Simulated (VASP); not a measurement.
# Se (Fm-3m) in VASP: further runs

Runs on Se. Level: PBEsol. Tasks: single point.

All numbers are computed with VASP 6.6.1; they aren't measurements. Logs are shortened: lines on timing, memory, paths and dates and some standing lists are left out, and cuts for length are marked.

## Step 1: The cell of the first run

It takes space group Fm-3m (No. 225, cubic). The conventional cell has a = 4.142 Å, b = 4.142 Å, c = 4.142 Å, α = 90.00°, β = 90.00°, γ = 90.00°. Within 3.9 Å of Se (site symmetry m-3m) lie 12 Se at 2.93 Å.

## Step 2: Single point, PBEsol (volume scaled by 0.92)

The input, INCAR:

```
ALGO = Normal ; EDIFF = 1E-6
ENCUT = 520 ; GGA = PS
ISIF = 2 ; ISMEAR = -1
LASPH = True ; LCHARG = False
LREAL = False ; LWAVE = False
NBANDS = 9 ; NELM = 100
PREC = Accurate ; SIGMA = 0.1
```

The input, KPOINTS:

```
k-points
0
Gamma
  14 14 14
```

The input, POSCAR:

```
Se
1.0
    0.0000000000      2.0709093117      2.0709093117
    2.0709093117      0.0000000000      2.0709093117
    2.0709093117      2.0709093117      0.0000000000
Se
1
Direct
    0.0000000000      0.0000000000      0.0000000000
```

Potentials or basis: VASP PAW PBE potentials, release 64 (Se).

On the command line:

```console
cat potpaw_PBE.64/Se/POTCAR > POTCAR
mpirun -np 1 vasp_std > vasp.out
```

OUTCAR:

```text
EDIFF = 1E-6
   ENCUT = 520
   GGA = PS
   ISIF = 2
   ISMEAR = -1
   LASPH = True
   LREAL = False
   NELM = 100
   PREC = Accurate

 ion  position               nearest neighbor table
   1  0.000  0.000  0.000-

  LATTYP: Found a face centered cubic cell.
 ALAT       =     4.1418186234

  Lattice vectors:

 A1 = (   0.0000000000,   2.0709093117,   2.0709093117)
 A2 = (   2.0709093117,   0.0000000000,   2.0709093117)
 A3 = (   2.0709093117,   2.0709093117,   0.0000000000)

Analysis of symmetry for initial positions (statically):
=====================================================================
 Subroutine PRICEL returns:
 Original cell was already a primitive cell.

 Routine SETGRP: Setting up the symmetry group for a
 face centered cubic supercell.

 Subroutine GETGRP returns: Found 48 space group operations
 (whereof 48 operations were pure point group operations)
 out of a pool of 48 trial point group operations.

The static configuration has the point symmetry O_h .

Analysis of symmetry for dynamics (positions and initial velocities):
=====================================================================
 Subroutine PRICEL returns:
 Original cell was already a primitive cell.

 Routine SETGRP: Setting up the symmetry group for a
 face centered cubic supercell.

 Subroutine GETGRP returns: Found 48 space group operations
 (whereof 48 operations were pure point group operations)
 out of a pool of 48 trial point group operations.

The dynamic configuration has the point symmetry O_h .

 Subroutine INISYM returns: Found 48 space group operations
 (whereof 48 operations are pure point group operations),
 and found     1 'primitive' translations

----------------------------------------------------------------------------------------

                                     Primitive cell

  volume of cell :      17.7629

  direct lattice vectors                    reciprocal lattice vectors
     0.000000000  2.070909312  2.070909312    -0.241439834  0.241439834  0.241439834
     2.070909312  0.000000000  2.070909312     0.241439834 -0.241439834  0.241439834
     2.070909312  2.070909312  0.000000000     0.241439834  0.241439834 -0.241439834

  length of vectors
     2.928708035  2.928708035  2.928708035     0.418186059  0.418186059  0.418186059

  position of ions in fractional coordinates (direct lattice)
     0.000000000  0.000000000  0.000000000

  ion indices of the primitive-cell ions
   primitive index   ion index
                 1           1

----------------------------------------------------------------------------------------

 KPOINTS: k-points

Automatic generation of k-mesh.
 Grid dimensions read from file:
 generate k-points for:   14   14   14

 Generating k-lattice:

  Cartesian coordinates                     Fractional coordinates (reciprocal lattice)
    -0.017245702  0.017245702  0.017245702     0.071428571  0.000000000  0.000000000
     0.017245702 -0.017245702  0.017245702     0.000000000  0.071428571  0.000000000
     0.017245702  0.017245702 -0.017245702     0.000000000  0.000000000  0.071428571

  Length of vectors
     0.029870433  0.029870433  0.029870433

  Shift w.r.t. Gamma in fractional coordinates (k-lattice)
     0.000000000  0.000000000  0.000000000

 Subroutine IBZKPT returns following result:
 ===========================================

 Found    104 irreducible k-points:

 Following reciprocal coordinates:
            Coordinates               Weight
  0.000000  0.000000  0.000000      1.000000
  0.071429  0.000000  0.000000      8.000000
  0.142857  0.000000  0.000000      8.000000
  0.214286  0.000000  0.000000      8.000000
  0.285714  0.000000  0.000000      8.000000
  0.357143  0.000000  0.000000      8.000000
[... 16 lines left out ...]
  0.214286  0.142857  0.000000     24.000000
  0.285714  0.142857  0.000000     24.000000
 [... further k-points ...]
   k-points           NKPTS =    104   k-points in BZ     NKDIM =    104   number of bands    NBANDS=      9
   number of dos      NEDOS =    301   number of ions     NIONS =      1
   total plane-waves  NPLWV =  13824
   dimension x,y,z NGX =    24 NGY =   24 NGZ =   24
   dimension x,y,z NGXF=    48 NGYF=   48 NGZF=   48
   ions per type =               1
   NGX,Y,Z   is equivalent  to a cutoff of  13.62, 13.62, 13.62 a.u.
   NGXF,Y,Z  is equivalent  to a cutoff of  27.25, 27.25, 27.25 a.u.
 SYSTEM =  unknown system
   PREC   = accura    normal or accurate (medium, high low for compatibility)
   ISTART =      0    job   : 0-new  1-cont  2-samecut
   ICHARG =      2    charge: 1-file 2-atom 10-const
   ISPIN  =      1    spin polarized calculation?
   LNONCOLLINEAR =      F non collinear calculations
   LSORBIT =      F    spin-orbit coupling
   LASPH  =      T    aspherical Exc in radial PAW
   ENCUT  =  520.0 eV  38.22 Ry    6.18 a.u.   5.45  5.45  5.45*2*pi/ulx,y,z
   NELM   =    100;   NELMIN=  2; NELMDL= -5     # of ELM steps
   EDIFF  = 0.1E-05   stopping-criterion for ELM
   LREAL  =      F    real-space projection
   EDIFFG = 0.1E-04   stopping-criterion for IOM
   NSW    =      0    number of steps for IOM
   IBRION =     -1    ionic relax: 0-MD 1-quasi-New 2-CG
   NFREE  =      0    steps in history (QN), initial steepest desc. (CG)
   ISIF   =      2    stress and relaxation
   ISYM   =      2    0-nonsym 1-usesym 2-fastsym
   POTIM  = 0.5000    time-step for ionic-motion
   TEBEG  =    0.0;   TEEND  =   0.0 temperature during run
   PSTRESS=    0.0 pullay stress
   NELECT =       6.0000    total number of electrons
   NUPDOWN=      -1.0000    fix difference up-down
   EMIN   =  10.00;   EMAX   =-10.00  energy-range for DOS
   EFERMI =   0.00;   METHOD = LEGACY
   ISMEAR =    -1;   SIGMA  =   0.10  broadening in eV -4-tet -1-fermi 0-gaus
   EFERMI_NEDOS =   21; number of points for ismear=-14 and -15
   IALGO  =     38    algorithm
   IMIX   =      4    mixing-type and parameters
     AMIX     =   0.40;   BMIX     =  1.00
     AMIX_MAG =   1.60;   BMIX_MAG =  1.00
  volume/ion in A,a.u.               =      17.76       119.87
  Fermi-wavevector in a.u.,A,eV,Ry     =   1.140129  2.154532 17.686148  1.299895
  Thomas-Fermi vector in A             =   2.276832
   LORBIT       =      0    0 simple, 1 ext, 2 COOP (PROOUT), +10 PAW based schemes
   GGA     = PS    functional components
   LHFCALC =     F    Hartree Fock is set to
   AEXX    =    0.0000 exact exchange contribution
   IVDW    =     0    specifies the selected vdW correction
   LEPSILON=     F    determine dielectric tensor
   LRPA    =     F    only Hartree local field effects (RPA)
 non-spin polarized calculation
  energy-cutoff  :      520.00
  volume of cell :       17.76
 maximum number of plane-waves:       531
 NGX is ok and might be reduce to    24
   NGX = 11   NGY = 11   NGZ = 11

 number of electron       6.0000001 magnetization

 Free energy of the ion-electron system (eV)
  ---------------------------------------------------
  ext. energy  EPLUGINS =         0.00000000
  ---------------------------------------------------
  free energy    TOTEN  =        -3.23322669 eV

  energy without entropy =       -3.20625375  energy(sigma->0) =       -3.21974022

 E-fermi :   7.0390     XC(G=0): -11.3509

 val. band max:        7.0133392420   @ k =  -0.4286   0.2857   0.0714
 cond. band min:       7.0397728278   @ k =   0.3571   0.2143   0.0000
 fundamental gap:      0.0264335858
 Fermi energy:         7.0390037478

 k-point     1 :       0.0000    0.0000    0.0000
  band No.  band energies     occupation
      1     -10.3187      2.00000
      2      10.8346      0.00000
      3      10.8346      0.00000
      4      10.8346      0.00000
      5      19.3032      0.00000
      6      19.3032      0.00000
      7      19.3032      0.00000
      8      19.8851      0.00000
      9      22.6654      0.00000

 k-point     2 :       0.0714    0.0000    0.0000
  band No.  band energies     occupation
      1     -10.2000      2.00000
      2       9.9620      0.00000
      3      10.7234      0.00000
      4      10.7234      0.00000
      5      18.7503      0.00000
      6      19.5384      0.00000
      7      19.5384      0.00000
      8      20.4862      0.00000
      9      23.8194      0.00000

 k-point     3 :       0.1429    0.0000    0.0000
  band No.  band energies     occupation
      1      -9.8469      2.00000
      2       7.9781      0.00017
      3      10.4405      0.00000
      4      10.4405      0.00000
      5      17.8590      0.00000
      6      20.0413      0.00000
      7      20.0413      0.00000
      8      21.8834      0.00000
      9      23.7103      0.00000

 k-point     4 :       0.2143    0.0000    0.0000
  band No.  band energies     occupation
      1      -9.2698      2.00000
      2       5.6649      2.00000
      3      10.0892      0.00000
      4      10.0892      0.00000
      5      17.1297      0.00000
      6      20.1088      0.00000
      7      20.1088      0.00000
      8      23.1664      0.00000
      9      23.6733      0.00000
[... 205 lines left out ...]
 k-point    22 :       0.1429    0.1429    0.0000
  band No.  band energies     occupation
      1      -9.6889      2.00000
      2       8.7350      0.00000
      3       9.4517      0.00000
      4       9.4517      0.00000
      5      16.5868      0.00000
      6      19.5108      0.00000
      7      21.5181      0.00000
      8      21.5181      0.00000
      9      23.3423      0.00000

 k-point    23 :       0.2143    0.1429    0.0000
  band No.  band energies     occupation
      1      -9.2630      2.00000
      2       7.1054      0.67981
      3       8.9515      0.00000
      4       9.1894      0.00000
      5      16.2158      0.00000
      6      18.3775      0.00000
      7      21.6744      0.00000
      8      22.2772      0.00000
      9      25.0510      0.00000

 k-point    24 :       0.2857    0.1429    0.0000
  band No.  band energies     occupation
      1      -8.6224      2.00000
      2       5.0142      2.00000
      3       8.5680      0.00000
      4       8.7338      0.00000
      5      16.1498      0.00000
      6      18.0652      0.00000
      7      21.4634      0.00000
      8      22.1959      0.00000
      9      26.7468      0.00000

 [... further k-points ...]

------------------------ aborting loop because EDIFF is reached ----------------------------------------

  FORCE on cell =-STRESS in cart. coord.  units (eV):
  Direction    XX          YY          ZZ          XY          YZ          ZX
  --------------------------------------------------------------------------------------
  -------------------------------------------------------------------------------------
  Total        0.8876576      0.8876576      0.8876576     -0.0000000      0.0000000      0.0000000
  in kB       80.0650203     80.0650203     80.0650203     -0.0000000      0.0000000      0.0000000
  external PRESSURE =      80.0650203 kB  Pullay stress =       0.0000000 kB

 VOLUME and BASIS-vectors are now :
 -----------------------------------------------------------------------------
  energy-cutoff  :      520.00
  volume of cell :       17.76
      direct lattice vectors                 reciprocal lattice vectors
     0.000000000  2.070909312  2.070909312    -0.241439834  0.241439834  0.241439834
     2.070909312  0.000000000  2.070909312     0.241439834 -0.241439834  0.241439834
     2.070909312  2.070909312  0.000000000     0.241439834  0.241439834 -0.241439834

 POSITION                                       TOTAL-FORCE (eV/Angst)
 -----------------------------------------------------------------------------------
      0.00000      0.00000      0.00000        -0.000000      0.000000      0.000000
 -----------------------------------------------------------------------------------
    total drift:                                0.000000     -0.000000      0.000000

  FREE ENERGIE OF THE ION-ELECTRON SYSTEM (eV)
  ---------------------------------------------------
  free  energy   TOTEN  =        -3.2332266915 eV

  energy  without entropy=       -3.2062537537  energy(sigma->0) =       -3.21974022
```

It took 4.3 s on 1 thread of Intel Xeon 6975P-C (Granite Rapids), shared host; peak memory 0.14 GiB.

What came out:

```
Free energy            : -3.2332 eV
Pressure               : 8.0 GPa
Band gap on the k mesh : zero (band 3 reaches 10.83 eV, above the bottom of band 4 at 4.26 eV)
```

Levels at points of the mesh, in eV from the Fermi level:
```csv
k point,band 1,band 2,band 3,band 4,band 5,band 6,band 7
"(0.00, 0.00, 0.00)",-17.36,3.80,3.80,3.80,12.26,12.26,12.26
"(0.50, 0.00, 0.00)",-13.32,-7.91,2.24,2.24,8.98,11.24,11.24
"(0.50, 0.50, 0.00)",-11.68,-6.88,-0.94,-0.94,4.61,5.45,24.32
```

Caveat: the PAW data sets were made with another functional, which shifts forces and pressure a little.

## Step 3: Single point, PBEsol (volume scaled by 0.96)

The input, INCAR:

```
SYSTEM = Se
ALGO = Normal
EDIFF = 1E-6
ENCUT = 520
GGA = PS
ISIF = 2
ISMEAR = -1
LASPH = .TRUE.
LCHARG = .TRUE.
LELF = .TRUE.
LREAL = .FALSE.
LVHAR = .TRUE.
LWAVE = .FALSE.
NBANDS = 9
NELM = 100
PREC = Accurate
SIGMA = 0.1
```

The input, KPOINTS:

```
k-points
0
G
  14 14 14
  0 0 0
```

The input, POSCAR:

```
Se
1.0
    0.0000000000      2.1004977280      2.1004977280
    2.1004977280      0.0000000000      2.1004977280
    2.1004977280      2.1004977280      0.0000000000
Se
1
Direct
    0.0000000000      0.0000000000      0.0000000000
```

Potentials or basis: VASP PAW PBE potentials, release 64 (Se).

On the command line:

```console
cat potpaw_PBE.64/Se/POTCAR > POTCAR
mpirun -np 1 vasp_std > vasp.out
```

Run time: 4.9 s. Hardware: 1 thread of Intel Xeon 6975P-C (Granite Rapids), shared host; peak memory 0.14 GiB.

The run converged. Its results:

```
Free energy            : -3.2606 eV
Pressure               : 3.5 GPa
Band gap on the k mesh : zero (band 3 reaches 10.01 eV, above the bottom of band 4 at 3.88 eV)
```

Levels at points of the mesh, in eV from the Fermi level:
```csv
k point,band 1,band 2,band 3,band 4,band 5,band 6,band 7
"(0.00, 0.00, 0.00)",-16.93,3.54,3.54,3.54,12.18,12.18,12.18
"(0.50, 0.00, 0.00)",-13.16,-7.52,2.09,2.09,8.79,11.19,11.19
"(0.50, 0.50, 0.00)",-11.65,-6.55,-0.90,-0.90,4.69,5.58,23.80
```

Caveat: the PAW data sets were made with another functional, which shifts forces and pressure a little.

(Continued in part 2 of 2.)
